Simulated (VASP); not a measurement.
# Bi (P2/m) in VASP: single point with PBE

Aim: the single point of Bi with PBE.

All numbers are computed with VASP 6.6.1; they aren't measurements. Logs are shortened: lines on timing, memory, paths and dates and some standing lists are left out, and cuts for length are marked.

### 1 The cell of the first run

Symmetry: P2/m, No. 10, monoclinic system. Conventional cell: a = 3.238 Å, b = 3.222 Å, c = 6.444 Å, α = 90.00°, β = 90.72°, γ = 90.00°. Bi (site symmetry m) has 6 Bi at 3.22 to 3.24 Å within 4.2 Å.

### 2 Single point, PBE

Contents of INCAR:

```
PREC = Accurate
ENCUT = 520
EDIFF = 1E-6
ISMEAR = 0
SIGMA = 0.1
LREAL = False
LASPH = True
NELM = 100
ALGO = Normal
ISIF = 2
LWAVE = False
LCHARG = True
GGA = PE
LELF = True
LVHAR = True
NBANDS = 22
```

Contents of KPOINTS:

```
Automatic mesh
0
Gamma
  6 6 4
```

Contents of POSCAR:

```
Bi
1.0
    3.2383762460      0.0000000000      0.0000000000
    0.0000000000      3.2216433200      0.0000000000
   -0.0804548793      0.0000000000      6.4438887882
Bi
2
Direct
    0.4557527500      0.0000000000      0.2504221100
    0.5442472500      0.0000000000      0.7495778900
```

Potentials or basis: VASP PAW PBE potentials, release 64 (Bi_d).

On the command line:

```sh
$ cat potpaw_PBE.64/Bi_d/POTCAR > POTCAR
$ mpirun -np 1 vasp_std > vasp.out
```

OUTCAR:

```text
PREC = Accurate
   ENCUT = 520
   EDIFF = 1E-6
   ISMEAR = 0
   LREAL = False
   LASPH = True
   NELM = 100
   ISIF = 2
   GGA = PE

 ion  position               nearest neighbor table
   1  0.456  0.000  0.250-   2 3.23   2 3.24
   2  0.544  0.000  0.750-   1 3.23   1 3.24

  LATTYP: Found a simple monoclinic cell.
 ALAT       =     3.2383762460
 B/A-ratio  =     0.9948329271
 C/A-ratio  =     1.9900068852
 COS(beta)  =    -0.0124844813

  Lattice vectors:

 A1 = (   3.2383762460,   0.0000000000,   0.0000000000)
 A2 = (   0.0000000000,   3.2216433200,   0.0000000000)
 A3 = (  -0.0804548793,   0.0000000000,   6.4438887882)

Analysis of symmetry for initial positions (statically):
=====================================================================
 Subroutine PRICEL returns:
 Original cell was already a primitive cell.

 Routine SETGRP: Setting up the symmetry group for a
 simple monoclinic supercell.

 Subroutine GETGRP returns: Found  4 space group operations
 (whereof  4 operations were pure point group operations)
 out of a pool of  4 trial point group operations.

The static configuration has the point symmetry C_2h.

Analysis of symmetry for dynamics (positions and initial velocities):
=====================================================================
 Subroutine PRICEL returns:
 Original cell was already a primitive cell.

 Routine SETGRP: Setting up the symmetry group for a
 simple monoclinic supercell.

 Subroutine GETGRP returns: Found  4 space group operations
 (whereof  4 operations were pure point group operations)
 out of a pool of  4 trial point group operations.

The dynamic configuration has the point symmetry C_2h.

 Subroutine INISYM returns: Found  4 space group operations
 (whereof  4 operations are pure point group operations),
 and found     1 'primitive' translations

----------------------------------------------------------------------------------------

                                     Primitive cell

  volume of cell :      67.2284

  direct lattice vectors                    reciprocal lattice vectors
     3.238376246  0.000000000  0.000000000     0.308796731  0.000000000  0.003855467
     0.000000000  3.221643320  0.000000000     0.000000000  0.310400594  0.000000000
    -0.080454879  0.000000000  6.443888788     0.000000000  0.000000000  0.155185794

[... 72 lines left out ...]
   NGXF,Y,Z  is equivalent  to a cutoff of  24.64, 24.77, 24.77 a.u.
 SYSTEM =  unknown system
   PREC   = accura    normal or accurate (medium, high low for compatibility)
   ISTART =      0    job   : 0-new  1-cont  2-samecut
   ICHARG =      2    charge: 1-file 2-atom 10-const
   ISPIN  =      1    spin polarized calculation?
   LNONCOLLINEAR =      F non collinear calculations
   LSORBIT =      F    spin-orbit coupling
   LASPH  =      T    aspherical Exc in radial PAW
   ENCUT  =  520.0 eV  38.22 Ry    6.18 a.u.   6.02  5.99 11.98*2*pi/ulx,y,z
   NELM   =    100;   NELMIN=  2; NELMDL= -5     # of ELM steps
   EDIFF  = 0.1E-05   stopping-criterion for ELM
   LREAL  =      F    real-space projection
   EDIFFG = 0.1E-04   stopping-criterion for IOM
   NSW    =      0    number of steps for IOM
   IBRION =     -1    ionic relax: 0-MD 1-quasi-New 2-CG
   NFREE  =      0    steps in history (QN), initial steepest desc. (CG)
   ISIF   =      2    stress and relaxation
   ISYM   =      2    0-nonsym 1-usesym 2-fastsym
   POTIM  = 0.5000    time-step for ionic-motion
   TEBEG  =    0.0;   TEEND  =   0.0 temperature during run
   PSTRESS=    0.0 pullay stress
   NELECT =      30.0000    total number of electrons
   NUPDOWN=      -1.0000    fix difference up-down
   EMIN   =  10.00;   EMAX   =-10.00  energy-range for DOS
   EFERMI =   0.00;   METHOD = LEGACY
   ISMEAR =     0;   SIGMA  =   0.10  broadening in eV -4-tet -1-fermi 0-gaus
   EFERMI_NEDOS =   21; number of points for ismear=-14 and -15
   IALGO  =     38    algorithm
   IMIX   =      4    mixing-type and parameters
     AMIX     =   0.40;   BMIX     =  1.00
     AMIX_MAG =   1.60;   BMIX_MAG =  1.00
  volume/ion in A,a.u.               =      33.61       226.84
  Fermi-wavevector in a.u.,A,eV,Ry     =   1.251020  2.364085 21.293818  1.565051
  Thomas-Fermi vector in A             =   2.384987
   LORBIT       =      0    0 simple, 1 ext, 2 COOP (PROOUT), +10 PAW based schemes
   GGA     = PE    functional components
   LHFCALC =     F    Hartree Fock is set to
   AEXX    =    0.0000 exact exchange contribution
   IVDW    =     0    specifies the selected vdW correction
   LEPSILON=     F    determine dielectric tensor
   LRPA    =     F    only Hartree local field effects (RPA)
 non-spin polarized calculation
 Gauss-broadening in eV      SIGMA  =   0.10
  energy-cutoff  :      520.00
  volume of cell :       67.23
 maximum number of plane-waves:      1840
   NGX = 13   NGY = 11   NGZ = 23

 number of electron      30.0000014 magnetization

 Free energy of the ion-electron system (eV)
  ---------------------------------------------------
  ext. energy  EPLUGINS =         0.00000000
  ---------------------------------------------------
  free energy    TOTEN  =        -7.74206013 eV

  energy without entropy =       -7.73671615  energy(sigma->0) =       -7.73938814

 E-fermi :   6.8786     XC(G=0):  -9.7773

 val. band max:        6.8617383760   @ k =   0.3333   0.5000   0.2500
 cond. band min:       6.8886490169   @ k =   0.1667   0.0000   0.0000
 fundamental gap:      0.0269106409
 Fermi energy:         6.8785949340

 k-point     1 :       0.0000    0.0000    0.0000
  band No.  band energies     occupation
      1     -16.1209      2.00000
      2     -16.1064      2.00000
      3     -16.1017      2.00000
      4     -15.8552      2.00000
      5     -15.8550      2.00000
      6     -15.8308      2.00000
[... 589 lines left out ...]
     21      17.1483      0.00000
     22      17.9191      0.00000

 [... further k-points ...]
[... 5 lines left out ...]
  --------------------------------------------------------------------------------------
  -------------------------------------------------------------------------------------
  Total        0.1040699      0.2673003      2.6302313      0.0000000      0.0000000      0.0001043
  in kB        2.4801789      6.3702621     62.6832815      0.0000000      0.0000000      0.0024845
  external PRESSURE =      23.8445742 kB  Pullay stress =       0.0000000 kB

 VOLUME and BASIS-vectors are now :
 -----------------------------------------------------------------------------
  energy-cutoff  :      520.00
  volume of cell :       67.23
      direct lattice vectors                 reciprocal lattice vectors
     3.238376246  0.000000000  0.000000000     0.308796731  0.000000000  0.003855467
     0.000000000  3.221643320  0.000000000     0.000000000  0.310400594  0.000000000
    -0.080454879  0.000000000  6.443888788     0.000000000  0.000000000  0.155185794

 POSITION                                       TOTAL-FORCE (eV/Angst)
 -----------------------------------------------------------------------------------
      1.45575      0.00000      1.61369        -0.024447      0.000000     -0.024533
      1.70217      0.00000      4.83020         0.024447     -0.000000      0.024533
 -----------------------------------------------------------------------------------
    total drift:                                0.000000     -0.000000      0.000000

  FREE ENERGIE OF THE ION-ELECTRON SYSTEM (eV)
  ---------------------------------------------------
  free  energy   TOTEN  =        -7.7420601293 eV

  energy  without entropy=       -7.7367161530  energy(sigma->0) =       -7.73938814
```

Run time: 47 s. Hardware: 1 thread of Intel Xeon Platinum 8375C at 2.90GHz (Ice Lake), shared host; peak memory 0.2 GiB.

Results:

```
Free energy            : -7.7421 eV
Pressure               : 2.4 GPa
Largest force          : 0.035 eV/Å
Band gap on the k mesh : zero (band 15 reaches 10.74 eV, above the bottom of band 16 at 4.43 eV)
```

Forces on the atoms (eV/Å):
```
Bi  -0.024  0.000 -0.025
Bi   0.024  0.000  0.025
```

Caveat: spin-orbit coupling is left out, which moves the levels of the heavy elements.
